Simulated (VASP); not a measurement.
# CoO3F (R-3c) in VASP: single point with r2SCAN

Aim: the single point of CoO3F with r2SCAN.

Everything below comes from runs of VASP 6.6.1. Logs are shortened: lines on timing, memory, paths and dates and some standing lists are left out, and cuts for length are marked.

## Step 1: The cell of the first run

The structure is trigonal, space group R-3c (No. 167). Conventional cell: a = 4.594 Å, b = 4.594 Å, c = 15.004 Å, α = 90.00°, β = 90.00°, γ = 120.00°. Co (site symmetry -3) has 6 O at 2.09 Å within 2.8 Å. Within 1.7 Å of F (site symmetry 32) lie 3 O at 1.27 Å. O (site symmetry 2) has 1 F at 1.27 Å within 1.7 Å.

## Step 2: Single point, r2SCAN

Contents of POSCAR:

```
CoO3F
1.0
    4.5944164700      0.0000000000      0.0000000000
   -2.2972082300      3.9788831600      0.0000000000
   -2.2972082300      1.3262940500      5.0014912600
Co F O
2 2 6
Direct
    0.0000000000      0.0000000000      0.0000000000
    0.5000000000      0.5000000000      0.5000000000
    0.2500000000      0.7500000000      0.7500000000
    0.7500000000      0.2500000000      0.2500000000
    0.5264000000      0.7500000000      0.7500000000
    0.2500000000      0.0264000000      0.7500000000
    0.9736000000      0.4736000000      0.7500000000
    0.4736000000      0.2500000000      0.2500000000
    0.7500000000      0.9736000000      0.2500000000
    0.0264000000      0.5264000000      0.2500000000
```

Contents of INCAR.step1:

```
SYSTEM = CoO3F
PREC = Accurate
ENCUT = 520
ISMEAR = -5
SIGMA = 0.1
LREAL = .False.
LASPH = .True.
NELM = 100
LMAXMIX = 4
GGA = PE
ALGO = Normal
EDIFF = 1E-4
LWAVE = .True.
LCHARG = .False.
```

Contents of INCAR.step2:

```
SYSTEM = CoO3F
PREC = Accurate
ENCUT = 520
EDIFF = 1E-7
ISMEAR = -1
SIGMA = 0.1
LREAL = .False.
LASPH = .True.
NELM = 100
ALGO = Normal
ISIF = 2
LWAVE = .False.
LCHARG = .False.
LMAXMIX = 4
METAGGA = R2SCAN
LMIXTAU = .True.
LORBIT = 11
ISTART = 1
```

Contents of KPOINTS:

```
regular mesh
0
Gamma
  7 7 7
  0 0 0
```

Potentials or basis: VASP PAW PBE potentials, release 64 (Co, F, O).

Launch:

```
cat potpaw_PBE.64/Co/POTCAR potpaw_PBE.64/F/POTCAR potpaw_PBE.64/O/POTCAR > POTCAR
cp INCAR.step1 INCAR
mpirun -np 1 vasp_std > vasp.out
cp INCAR.step2 INCAR
mpirun -np 1 vasp_std > vasp.out
```

OUTCAR:

```text
SYSTEM = CoO3F
   PREC = Accurate
   ENCUT = 520
   EDIFF = 1E-7
   ISMEAR = -1
   LREAL = .False.
   LASPH = .True.
   NELM = 100
   ISIF = 2
   METAGGA = R2SCAN
   LORBIT = 11
   ISTART = 1

 ion  position               nearest neighbor table
   1  0.000  0.000  0.000-   6 2.09   9 2.09   8 2.09   5 2.09   7 2.09  10 2.09
   2  0.500  0.500  0.500-   7 2.09  10 2.09   8 2.09   5 2.09   9 2.09   6 2.09
   3  0.250  0.750  0.750-   5 1.27   6 1.27   7 1.27
   4  0.750  0.250  0.250-   8 1.27   9 1.27  10 1.27
   5  0.526  0.750  0.750-   3 1.27   2 2.09   1 2.09
   6  0.250  0.026  0.750-   3 1.27   1 2.09   2 2.09
   7  0.974  0.474  0.750-   3 1.27   2 2.09   1 2.09
   8  0.474  0.250  0.250-   4 1.27   2 2.09   1 2.09
   9  0.750  0.974  0.250-   4 1.27   1 2.09   2 2.09
  10  0.026  0.526  0.250-   4 1.27   2 2.09   1 2.09

  LATTYP: Found a trigonal (rhomboedric) cell.
 ALAT       =     5.6613729616
 COS(alpha) =     0.6707031822

  Lattice vectors:

 A1 = (  -0.0000000000,  -2.6525891100,   5.0014912600)
 A2 = (   2.2972082400,   1.3262940500,   5.0014912600)
 A3 = (  -2.2972082300,   1.3262940500,   5.0014912600)

Analysis of symmetry for initial positions (statically):
=====================================================================
 Subroutine PRICEL returns:
 Original cell was already a primitive cell.

 Routine SETGRP: Setting up the symmetry group for a
 trigonal (rhombohedral) supercell.

 Subroutine GETGRP returns: Found 12 space group operations
 (whereof  6 operations were pure point group operations)
 out of a pool of 12 trial point group operations.

The static configuration has the point symmetry S_6 .
 The point group associated with its full space group is D_3d.

Analysis of symmetry for dynamics (positions and initial velocities):
=====================================================================
 Subroutine PRICEL returns:
 Original cell was already a primitive cell.

 Routine SETGRP: Setting up the symmetry group for a
 trigonal (rhombohedral) supercell.

 Subroutine GETGRP returns: Found 12 space group operations
 (whereof  6 operations were pure point group operations)
 out of a pool of 12 trial point group operations.

The dynamic configuration has the point symmetry S_6 .
 The point group associated with its full space group is D_3d.

 Subroutine INISYM returns: Found 12 space group operations
 (whereof  6 operations are pure point group operations),
 and found     1 'primitive' translations

----------------------------------------------------------------------------------------

                                     Primitive cell

  volume of cell :      91.4305

  direct lattice vectors                    reciprocal lattice vectors
     4.594416470  0.000000000  0.000000000     0.217655497  0.125663403  0.066646797
    -2.297208230  3.978883160  0.000000000     0.000000000  0.251326807 -0.066646772
    -2.297208230  1.326294050  5.001491260     0.000000000  0.000000000  0.199940367

  length of vectors
     4.594416470  4.594418010  5.661372306     0.260013465  0.260013377  0.199940367

  position of ions in fractional coordinates (direct lattice)
     0.000000000  0.000000000  0.000000000
     0.500000000  0.500000000  0.500000000
     0.250000000  0.750000000  0.750000000
     0.750000000  0.250000000  0.250000000
     0.526400000  0.750000000  0.750000000
     0.250000000  0.026400000  0.750000000
     0.973600000  0.473600000  0.750000000
     0.473600000  0.250000000  0.250000000
     0.750000000  0.973600000  0.250000000
     0.026400000  0.526400000  0.250000000

  ion indices of the primitive-cell ions
   primitive index   ion index
                 1           1
                 2           2
                 3           3
                 4           4
                 5           5
                 6           6
                 7           7
                 8           8
                 9           9
                10          10

----------------------------------------------------------------------------------------

 KPOINTS: regular mesh

Automatic generation of k-mesh.
 Grid dimensions read from file:
 generate k-points for:    7    7    7

 Generating k-lattice:

  Cartesian coordinates                     Fractional coordinates (reciprocal lattice)
     0.031093642  0.017951915  0.009520971     0.142857143 -0.000000000 -0.000000000
     0.000000000  0.035903830 -0.009520967     0.000000000  0.142857143 -0.000000000
     0.000000000  0.000000000  0.028562910     0.000000000  0.000000000  0.142857143

  Length of vectors
     0.037144781  0.037144768  0.028562910

  Shift w.r.t. Gamma in fractional coordinates (k-lattice)
     0.000000000  0.000000000  0.000000000

 Subroutine IBZKPT returns following result:
 ===========================================

 Found     44 irreducible k-points:

 Following reciprocal coordinates:
            Coordinates               Weight
  0.000000  0.000000  0.000000      1.000000
  0.142857 -0.000000  0.000000      6.000000
  0.285714  0.000000  0.000000      6.000000
  0.428571 -0.000000  0.000000      6.000000
  0.142857  0.142857 -0.000000      6.000000
  0.285714  0.142857 -0.000000     12.000000
[... 16 lines left out ...]
  0.142857  0.285714  0.142857     12.000000
  0.285714  0.285714  0.142857     12.000000
 [... further k-points ...]
   k-points           NKPTS =     44   k-points in BZ     NKDIM =     44   number of bands    NBANDS=     40
   number of dos      NEDOS =    301   number of ions     NIONS =     10
   total plane-waves  NPLWV =  54432
   dimension x,y,z NGX =    36 NGY =   36 NGZ =   42
   dimension x,y,z NGXF=    72 NGYF=   72 NGZF=   84
   ions per type =               2   2   6
   NGX,Y,Z   is equivalent  to a cutoff of  13.03, 13.03, 12.33 a.u.
   NGXF,Y,Z  is equivalent  to a cutoff of  26.05, 26.05, 24.67 a.u.
 SYSTEM =  CoO3F
   PREC   = accura    normal or accurate (medium, high low for compatibility)
   ISTART =      1    job   : 0-new  1-cont  2-samecut
   ICHARG =      0    charge: 1-file 2-atom 10-const
   ISPIN  =      1    spin polarized calculation?
   LNONCOLLINEAR =      F non collinear calculations
   LSORBIT =      F    spin-orbit coupling
   LASPH  =      T    aspherical Exc in radial PAW
   ENCUT  =  520.0 eV  38.22 Ry    6.18 a.u.   8.54  8.54 10.53*2*pi/ulx,y,z
   NELM   =    100;   NELMIN=  2; NELMDL=  0     # of ELM steps
   EDIFF  = 0.1E-06   stopping-criterion for ELM
   LREAL  =      F    real-space projection
   EDIFFG = 0.1E-05   stopping-criterion for IOM
   NSW    =      0    number of steps for IOM
   IBRION =     -1    ionic relax: 0-MD 1-quasi-New 2-CG
   NFREE  =      0    steps in history (QN), initial steepest desc. (CG)
   ISIF   =      2    stress and relaxation
   ISYM   =      2    0-nonsym 1-usesym 2-fastsym
   POTIM  = 0.5000    time-step for ionic-motion
   TEBEG  =    0.0;   TEEND  =   0.0 temperature during run
   PSTRESS=    0.0 pullay stress
   NELECT =      68.0000    total number of electrons
   NUPDOWN=      -1.0000    fix difference up-down
   EMIN   =  10.00;   EMAX   =-10.00  energy-range for DOS
   EFERMI =   0.00;   METHOD = LEGACY
   ISMEAR =    -1;   SIGMA  =   0.10  broadening in eV -4-tet -1-fermi 0-gaus
   EFERMI_NEDOS =   21; number of points for ismear=-14 and -15
   IALGO  =     38    algorithm
   IMIX   =      4    mixing-type and parameters
     AMIX     =   0.40;   BMIX     =  1.00
     AMIX_MAG =   1.60;   BMIX_MAG =  1.00
  volume/ion in A,a.u.               =       9.14        61.70
  Fermi-wavevector in a.u.,A,eV,Ry     =   1.483249  2.802935 29.933200  2.200028
  Thomas-Fermi vector in A             =   2.596934
   LORBIT       =     11    0 simple, 1 ext, 2 COOP (PROOUT), +10 PAW based schemes
   METAGGA = R2SCAN    functional components
   LHFCALC =     F    Hartree Fock is set to
   AEXX    =    0.0000 exact exchange contribution
   IVDW    =     0    specifies the selected vdW correction
   LEPSILON=     F    determine dielectric tensor
   LRPA    =     F    only Hartree local field effects (RPA)
 non-spin polarized calculation
  energy-cutoff  :      520.00
  volume of cell :       91.43
 maximum number of plane-waves:      2485
 NGX is ok and might be reduce to    36

 number of electron      68.0000005 magnetization

 Free energy of the ion-electron system (eV)
  ---------------------------------------------------
  ext. energy  EPLUGINS =         0.00000000
  ---------------------------------------------------
  free energy    TOTEN  =       -44.82813096 eV

  energy without entropy =      -44.63860118  energy(sigma->0) =      -44.73336607

 E-fermi :   5.9113     XC(G=0): -12.0133

 val. band max:        5.8862456175   @ k =   0.4286  -0.0000   0.0000
 cond. band min:       5.9285872488   @ k =   0.1429   0.1429  -0.0000
 fundamental gap:      0.0423416313
 Fermi energy:         5.9112729570

 k-point     1 :       0.0000    0.0000    0.0000
  band No.  band energies     occupation
      1     -32.9070      2.00000
      2     -32.8426      2.00000
      3     -20.0488      2.00000
      4     -20.0488      2.00000
      5     -19.9180      2.00000
      6     -19.9180      2.00000
[... 32 lines left out ...]
     39       9.4643      0.00000
[... 988 lines left out ...]
     39       9.6786      0.00000
     40       9.8515      0.00000

 [... further k-points ...]

------------------------ aborting loop because EDIFF is reached ----------------------------------------

  FORCE on cell =-STRESS in cart. coord.  units (eV):
  Direction    XX          YY          ZZ          XY          YZ          ZX
  --------------------------------------------------------------------------------------
  -------------------------------------------------------------------------------------
  Total       59.9800603     59.9801140     -4.9203868      0.0000001      0.0000003     -0.0000000
  in kB     1051.0573645   1051.0583056    -86.2221338      0.0000013      0.0000058     -0.0000001
  external PRESSURE =     671.9645121 kB  Pullay stress =       0.0000000 kB

 VOLUME and BASIS-vectors are now :
 -----------------------------------------------------------------------------
  energy-cutoff  :      520.00
  volume of cell :       91.43
      direct lattice vectors                 reciprocal lattice vectors
     4.594416470  0.000000000  0.000000000     0.217655497  0.125663403  0.066646797
    -2.297208230  3.978883160  0.000000000     0.000000000  0.251326807 -0.066646772
    -2.297208230  1.326294050  5.001491260     0.000000000  0.000000000  0.199940367

 POSITION                                       TOTAL-FORCE (eV/Angst)
 -----------------------------------------------------------------------------------
      0.00000      0.00000      0.00000         0.000000      0.000000     -0.000000
      0.00000      2.65259      2.50075         0.000000     -0.000000     -0.000000
     -2.29721      3.97888      3.75112         0.000000     -0.000000     -0.000000
      2.29721      1.32629      1.25037         0.000000     -0.000000     -0.000000
     -1.02731      3.97888      3.75112        18.329698     -0.000000     -0.000000
     -0.63495      1.09976      3.75112        -9.164849     15.873991     -0.000000
      1.66226      2.87912      3.75112        -9.164849    -15.873991      0.000000
      1.02731      1.32629      1.25037       -18.329698      0.000000      0.000000
      0.63495      4.20541      1.25037         9.164849    -15.873991      0.000000
     -1.66226      2.42606      1.25037         9.164849     15.873991     -0.000000
 -----------------------------------------------------------------------------------
    total drift:                                0.000000      0.000000      0.000000

  FREE ENERGIE OF THE ION-ELECTRON SYSTEM (eV)
  ---------------------------------------------------
  free  energy   TOTEN  =       -44.8281309571 eV

  energy  without entropy=      -44.6386011786  energy(sigma->0) =      -44.73336607

 total charge

# of ion       s       p       d       tot
------------------------------------------
    1        0.270   0.335   7.311   7.916
    2        0.270   0.335   7.311   7.916
    3        1.838   4.334   0.000   6.172
    4        1.838   4.334   0.000   6.172
    5        1.620   3.413   0.000   5.033
    6        1.620   3.413   0.000   5.033
    7        1.620   3.413   0.000   5.033
    8        1.620   3.413   0.000   5.033
    9        1.620   3.413   0.000   5.033
   10        1.620   3.413   0.000   5.033
--------------------------------------------------
tot         13.934  29.817  14.622  58.374
```

It took 9.6 min on 1 thread of AMD EPYC 9R45 (Zen 5), shared host; peak memory 0.28 GiB.

What came out:

| Quantity | Value |
| --- | --- |
| Free energy | -44.8281 eV |
| Pressure | 67.2 GPa |
| Largest force | 18.330 eV/Å |
| Band gap on the k mesh | zero (bands 34 and 35 overlap by 0.35 eV) |
| Valence electrons inside the program's atomic spheres | Co 7.92; F 6.17; O 5.03 |

Forces on the atoms (eV/Å):
```
Co    0.000   0.000   0.000
Co    0.000   0.000   0.000
F     0.000   0.000   0.000
F     0.000   0.000   0.000
O    18.330   0.000   0.000
O    -9.165  15.874   0.000
O    -9.165 -15.874   0.000
O   -18.330   0.000   0.000
O     9.165 -15.874   0.000
O     9.165  15.874   0.000
```

Stress tensor (GPa, compression positive):
```
105.11   0.00   0.00
  0.00 105.11   0.00
  0.00   0.00  -8.62
```

Caveat: the cell stands under pressure; the PAW data sets were made with another functional, which shifts forces and pressure a little; the run has no spin polarisation, though such a crystal can be magnetic; semilocal functionals often make such compounds metallic where correlation or magnetic order opens a gap, which also shifts bond lengths.
